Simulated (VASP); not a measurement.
# Ge: single point with PBEsol

Ge:

```
Ge
1.0
     2.66601    0.00000    0.00000
     0.00000    2.66601    0.00000
     0.00000    0.00000    2.66601
Ge
1
Direct
  0.00000 0.00000 0.00000
```

* Program: VASP 6.6.1
* Task: single point
* Functional: PBEsol
* Potentials or basis: VASP PAW PBE potentials, release 64 (Ge_d)
* Cutoff: 520 eV
* k mesh: 15 × 15 × 15
* Occupations: fermi-dirac, width 0.1 eV
* Spin: no spin polarisation

```yaml
Pressure: -0.1 GPa
Band_gap_on_the_k_mesh: zero (band 7 reaches 13.14 eV, above the bottom of band 8 at 3.87 eV)
```

Levels at points of the mesh, in eV from the Fermi level:
| k point | band 4 | band 5 | band 6 | band 7 | band 8 | band 9 | band 10 | band 11 |
| --- | --- | --- | --- | --- | --- | --- | --- | --- |
| (0.00, 0.00, 0.00) | -24.32 | -24.32 | -13.11 | 6.88 | 6.88 | 6.88 | 10.27 | 10.27 |

It took 34 s on 1 thread of AMD EPYC 7R13, on a shared host, peak memory 0.11 GiB.

Caveat: the PAW data sets were made with another functional, which shifts forces and pressure a little.
